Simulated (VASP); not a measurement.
# Si (Fd-3m) in VASP: G0W0 quasiparticle levels with PBE

Aim: the G0W0 quasiparticle levels of Si with PBE.

Everything below comes from runs of VASP 6.6.1. Logs are shortened: lines on timing, memory, paths and dates and some standing lists are left out, and cuts for length are marked.

## (1) The cell of the first run

It takes space group Fd-3m (No. 227, cubic). The conventional cell has a = 5.444 Å, b = 5.444 Å, c = 5.444 Å, α = 90.00°, β = 90.00°, γ = 90.00°. Within 3.1 Å of Si (site symmetry -43m) lie 4 Si at 2.36 Å.

## (2) G0W0 quasiparticle levels, PBE

File POSCAR:

```
Si
1.0
    0.0000000000      2.7221188962      2.7221188962
    2.7221188962      0.0000000000      2.7221188962
    2.7221188962      2.7221188962      0.0000000000
Si
2
Direct
    0.0000000000      0.0000000000      0.0000000000
    0.2500000000      0.2500000000      0.2500000000
```

File INCAR.step1:

```
PREC     = Accurate       # precision mode
ENCUT    = 500            # plane-wave cutoff, eV
EDIFF    = 1E-8           # SCF threshold, eV
ISMEAR   = 0              # smearing method
SIGMA    = 0.01           # smearing width, eV
LREAL    = False          # projectors in reciprocal space
LASPH    = True           # aspherical terms in the spheres
NELM     = 60             # most SCF steps
ALGO     = Normal         # electronic algorithm
LWAVE    = True           # write WAVECAR
LCHARG   = False          # write CHGCAR
GGA      = PE             # functional
```

File INCAR.step2:

```
PREC     = Accurate       # precision mode
ENCUT    = 500            # plane-wave cutoff, eV
EDIFF    = 1E-8           # SCF threshold, eV
ISMEAR   = 0              # smearing method
SIGMA    = 0.01           # smearing width, eV
LREAL    = False          # projectors in reciprocal space
LASPH    = True           # aspherical terms in the spheres
NELM     = 1              # most SCF steps
ALGO     = Exact          # electronic algorithm
LWAVE    = True           # write WAVECAR
LCHARG   = False          # write CHGCAR
GGA      = PE             # functional
NBANDS   = 154            # bands
LOPTICS  = True           # frequency-dependent dielectric function
ISTART   = 1
```

File INCAR.step3:

```
PREC     = Accurate       # precision mode
ENCUT    = 500            # plane-wave cutoff, eV
EDIFF    = 1E-8           # SCF threshold, eV
ISMEAR   = 0              # smearing method
SIGMA    = 0.01           # smearing width, eV
LREAL    = False          # projectors in reciprocal space
LASPH    = True           # aspherical terms in the spheres
ALGO     = EVGW0          # electronic algorithm
LWAVE    = False          # write WAVECAR
LCHARG   = False          # write CHGCAR
GGA      = PE             # functional
NELMGW   = 1            
NBANDS   = 154            # bands
ENCUTGW  = 100.0          # cutoff of the response function
NOMEGA   = 48             # frequency points
PRECFOCK = Fast         
ISTART   = 1            
NBANDSGW = 12
```

File KPOINTS:

```
regular mesh
0
Gamma
  4 4 4
```

Potentials or basis: VASP PAW PBE potentials, release 64 (Si_GW).

On the command line:

```sh
> cat potpaw_PBE.64/Si_GW/POTCAR > POTCAR
> cp INCAR.step1 INCAR
> mpirun -np 1 vasp_std > vasp.out
> cp INCAR.step2 INCAR
> mpirun -np 1 vasp_std > vasp.out
> cp INCAR.step3 INCAR
> mpirun -np 1 vasp_std > vasp.out
```

OUTCAR:

```text
PREC = Accurate
   ENCUT = 500
   EDIFF = 1E-8
   ISMEAR = 0
   LREAL = False
   LASPH = True
   GGA = PE
   NELMGW = 1
   ENCUTGW = 100.0
   PRECFOCK = Fast
   ISTART = 1

 ion  position               nearest neighbor table
   1  0.000  0.000  0.000-   2 2.36   2 2.36   2 2.36   2 2.36
   2  0.250  0.250  0.250-   1 2.36   1 2.36   1 2.36   1 2.36

  LATTYP: Found a face centered cubic cell.
 ALAT       =     5.4442377924

  Lattice vectors:

 A1 = (   0.0000000000,   2.7221188962,   2.7221188962)
 A2 = (   2.7221188962,   0.0000000000,   2.7221188962)
 A3 = (   2.7221188962,   2.7221188962,   0.0000000000)

Analysis of symmetry for initial positions (statically):
=====================================================================
 Subroutine PRICEL returns:
 Original cell was already a primitive cell.

 Routine SETGRP: Setting up the symmetry group for a
 face centered cubic supercell.

 Subroutine GETGRP returns: Found 48 space group operations
 (whereof 24 operations were pure point group operations)
 out of a pool of 48 trial point group operations.

The static configuration has the point symmetry T_d .
 The point group associated with its full space group is O_h .

Analysis of symmetry for dynamics (positions and initial velocities):
=====================================================================
 Subroutine PRICEL returns:
 Original cell was already a primitive cell.

 Routine SETGRP: Setting up the symmetry group for a
 face centered cubic supercell.

 Subroutine GETGRP returns: Found 48 space group operations
 (whereof 24 operations were pure point group operations)
 out of a pool of 48 trial point group operations.

The dynamic configuration has the point symmetry T_d .
 The point group associated with its full space group is O_h .

 Subroutine INISYM returns: Found 48 space group operations
 (whereof 24 operations are pure point group operations),
 and found     1 'primitive' translations

----------------------------------------------------------------------------------------

                                     Primitive cell

  volume of cell :      40.3414

  direct lattice vectors                    reciprocal lattice vectors
     0.000000000  2.722118896  2.722118896    -0.183680441  0.183680441  0.183680441
     2.722118896  0.000000000  2.722118896     0.183680441 -0.183680441  0.183680441
     2.722118896  2.722118896  0.000000000     0.183680441  0.183680441 -0.183680441

  length of vectors
     3.849657461  3.849657461  3.849657461     0.318143857  0.318143857  0.318143857

  position of ions in fractional coordinates (direct lattice)
     0.000000000  0.000000000  0.000000000
     0.250000000  0.250000000  0.250000000

  ion indices of the primitive-cell ions
   primitive index   ion index
                 1           1
                 2           2

----------------------------------------------------------------------------------------

 KPOINTS: regular mesh

Automatic generation of k-mesh.
 Grid dimensions read from file:
 generate k-points for:    4    4    4

 Generating k-lattice:

  Cartesian coordinates                     Fractional coordinates (reciprocal lattice)
    -0.045920110  0.045920110  0.045920110     0.250000000  0.000000000  0.000000000
     0.045920110 -0.045920110  0.045920110     0.000000000  0.250000000  0.000000000
     0.045920110  0.045920110 -0.045920110     0.000000000  0.000000000  0.250000000

  Length of vectors
     0.079535964  0.079535964  0.079535964

  Shift w.r.t. Gamma in fractional coordinates (k-lattice)
     0.000000000  0.000000000  0.000000000

 Subroutine IBZKPT returns following result:
 ===========================================

 Found      8 irreducible k-points:

 Following reciprocal coordinates:
            Coordinates               Weight
  0.000000  0.000000  0.000000      1.000000
  0.250000  0.000000  0.000000      8.000000
  0.500000  0.000000  0.000000      4.000000
  0.250000  0.250000  0.000000      6.000000
  0.500000  0.250000  0.000000     24.000000
 -0.250000  0.250000  0.000000     12.000000
  0.500000  0.500000  0.000000      3.000000
 -0.250000  0.500000  0.250000      6.000000
   k-points           NKPTS =      8   k-points in BZ     NKDIM =     64   number of bands    NBANDS=    154
   number of dos      NEDOS =    301   number of ions     NIONS =      2
   total plane-waves  NPLWV =  21952
   dimension x,y,z NGX =    28 NGY =   28 NGZ =   28
   dimension x,y,z NGXF=    56 NGYF=   56 NGZF=   56
   ions per type =               2
   NGX,Y,Z   is equivalent  to a cutoff of  12.09, 12.09, 12.09 a.u.
   NGXF,Y,Z  is equivalent  to a cutoff of  24.18, 24.18, 24.18 a.u.
 SYSTEM =  unknown system
   PREC   = accura    normal or accurate (medium, high low for compatibility)
   ISTART =      1    job   : 0-new  1-cont  2-samecut
   ICHARG =      0    charge: 1-file 2-atom 10-const
   ISPIN  =      1    spin polarized calculation?
   LNONCOLLINEAR =      F non collinear calculations
   LSORBIT =      F    spin-orbit coupling
   LASPH  =      T    aspherical Exc in radial PAW
   ENCUT  =  500.0 eV  36.75 Ry    6.06 a.u.   7.02  7.02  7.02*2*pi/ulx,y,z
   NELM   =     60;   NELMIN=  2; NELMDL=  0     # of ELM steps
   EDIFF  = 0.1E-07   stopping-criterion for ELM
   LREAL  =      F    real-space projection
   EDIFFG = 0.1E-06   stopping-criterion for IOM
   NSW    =      0    number of steps for IOM
   IBRION =     -1    ionic relax: 0-MD 1-quasi-New 2-CG
   NFREE  =      0    steps in history (QN), initial steepest desc. (CG)
   ISIF   =      0    stress and relaxation
   ISYM   =      3    0-nonsym 1-usesym 2-fastsym
   POTIM  = 0.5000    time-step for ionic-motion
   TEBEG  =    0.0;   TEEND  =   0.0 temperature during run
   PSTRESS=    0.0 pullay stress
   NELECT =       8.0000    total number of electrons
   NUPDOWN=      -1.0000    fix difference up-down
   EMIN   =  10.00;   EMAX   =-10.00  energy-range for DOS
   EFERMI =   0.00;   METHOD = LEGACY
   ISMEAR =     0;   SIGMA  =   0.01  broadening in eV -4-tet -1-fermi 0-gaus
   EFERMI_NEDOS =   21; number of points for ismear=-14 and -15
   IALGO  =     38    algorithm
   IMIX   =      4    mixing-type and parameters
     AMIX     =   0.40;   BMIX     =  1.00
     AMIX_MAG =   1.60;   BMIX_MAG =  1.00
  volume/ion in A,a.u.               =      20.17       136.12
  Fermi-wavevector in a.u.,A,eV,Ry     =   0.954672  1.804069 12.400344  0.911400
  Thomas-Fermi vector in A             =   2.083440
   LORBIT       =      0    0 simple, 1 ext, 2 COOP (PROOUT), +10 PAW based schemes
   GGA     = PE    functional components
   LHFCALC =     T    Hartree Fock is set to
   PRECFOCK=fast      Normal, Fast or Accurate (Low or Medium for compatibility)
   ENCUT4O =  -1.0   cutoff for four orbital integrals eV
   NKREDX  =     1    reduce k-point grid by
   NKREDY  =     1    reduce k-point grid by
   NKREDZ  =     1    reduce k-point grid by
   AEXX    =    1.0000 exact exchange contribution
   HFSCREEN=    0.0000 screening length (either q_TF or 0.3 A-1)
   HFSCREENC=   0.0000 screening length for correlation (either q_TF or 0.3 A-1)
   ENCUTFOCK=  -1.0 apply spherical cutoff to Coloumb kernel
   IVDW    =     0    specifies the selected vdW correction
   LEPSILON=     F    determine dielectric tensor
   LRPA    =     F    only Hartree local field effects (RPA)
   LRPAFORCE           =     F    calculate RPA forces
   ENCUTGW             = 100.0    cutoff for response function in eV
   ENCUTGWSOFT         =  80.0    soft cutoff for Coulomb kernel in GW response function in eV
   ENCUTLF             =  -1.0    cutoff for local field effects
   NELMGW              =     1    number of iterations in solving QP/BSE equation
   NELMHF              =     1    number of iterations in the inner HF iteration
   NKREDLFX            =     1    NKREDLFY  =   1   NKREDLFZ  =   1
 non-spin polarized calculation
 Gauss-broadening in eV      SIGMA  =   0.01
  energy-cutoff  :      500.00
  volume of cell :       40.34
 maximum number of plane-waves:      1036
  NGX = 16; NGY = 16; NGZ = 16
   NGX = 13   NGY = 13   NGZ = 13
 maximum number of plane-waves:       100
 NGX is ok and might be reduce to    14

 QP shifts <psi_nk| G(iteration)W_0 |psi_nk>: iteration 1
 for sc-GW calculations column KS-energies equals QP-energies in previous step
 and V_xc(KS)=  KS-energies - (<T + V_ion + V_H > + <T+V_H+V_ion>^1  + <V_x>^1)

 k-point   1 :       0.0000    0.0000    0.0000
  band No.  KS-energies  QP-energies   sigma(KS)   V_xc(KS)     V^pw_x(r,r')   Z            occupation Imag(sigma)

      1      -6.4855      -6.9356     -11.1076     -10.4400     -17.4657       0.6743       2.0000       1.2199
      2       5.4339       4.9798     -11.9968     -11.4007     -13.0141       0.7617       2.0000       0.0784
      3       5.4339       4.9798     -11.9968     -11.4007     -13.0141       0.7617       2.0000       0.0784
      4       5.4339       4.9798     -11.9968     -11.4007     -13.0141       0.7617       2.0000       0.0784
      5       7.9750       8.1261      -9.8836     -10.0839      -5.5639       0.7544       0.0000      -0.0674
      6       7.9750       8.1261      -9.8836     -10.0839      -5.5639       0.7544       0.0000      -0.0674
      7       7.9750       8.1261      -9.8836     -10.0839      -5.5639       0.7544       0.0000      -0.0674
      8       8.7111       9.0052     -10.6536     -11.0471      -5.8606       0.7474       0.0000      -0.0920
      9      13.1330      13.3436      -9.7007      -9.9885      -4.1855       0.7317       0.0000      -0.1826
     10      13.1330      13.3436      -9.7007      -9.9885      -4.1855       0.7317       0.0000      -0.1826
     11      13.3599      13.1258      -8.0112      -7.7047      -2.5874       0.7640       0.0000      -0.2836
     12      16.6356      16.4623      -8.5346      -8.3072      -2.2325       0.7621       0.0000      -0.5805

 k-point   2 :       0.2500    0.0000    0.0000
  band No.  KS-energies  QP-energies   sigma(KS)   V_xc(KS)     V^pw_x(r,r')   Z            occupation Imag(sigma)
[... 97 lines left out ...]
      1      -2.2043      -2.6480     -11.6179     -10.9796     -16.0619       0.6951       2.0000       0.5425
      2      -2.2043      -2.6480     -11.6179     -10.9796     -16.0619       0.6951       2.0000       0.5425
      3       1.5999       1.0469     -10.7645     -10.0058     -12.9020       0.7289       2.0000       0.1388
      4       1.5999       1.0469     -10.7645     -10.0058     -12.9020       0.7289       2.0000       0.1388
      5       9.6948       9.7307      -9.5166      -9.5642      -4.8825       0.7555       0.0000      -0.1109
      6       9.6948       9.7307      -9.5166      -9.5642      -4.8825       0.7555       0.0000      -0.1109
      7      10.3947      10.5705      -9.8687     -10.1064      -4.6787       0.7394       0.0000      -0.1494
      8      10.3947      10.5705      -9.8687     -10.1064      -4.6787       0.7394       0.0000      -0.1494
      9      15.9580      16.1299     -10.4553     -10.6908      -3.8805       0.7302       0.0000      -0.5530
     10      15.9580      16.1299     -10.4553     -10.6908      -3.8805       0.7302       0.0000      -0.5530
     11      18.3977      18.5739     -10.1824     -10.4240      -3.3861       0.7293       0.0000      -0.7392
     12      18.3977      18.5739     -10.1824     -10.4240      -3.3861       0.7293       0.0000      -0.7392
```

Run time: 1.8 min. Hardware: 1 thread of Intel Xeon 8259CL, shared host; peak memory 0.36 GiB.

Results:

```
Quasiparticle gap                                   : 1.15 eV
Least direct quasiparticle gap                      : 3.15 eV
Band gap of the starting levels on the mesh         : 0.71 eV
Least direct gap of the starting levels on the mesh : 2.54 eV
```

Caveat: the k points lie up to 0.50 Å⁻¹ apart; bands, screening cutoff and mesh are small and nothing is extrapolated, so the quasiparticle values aren't converged.
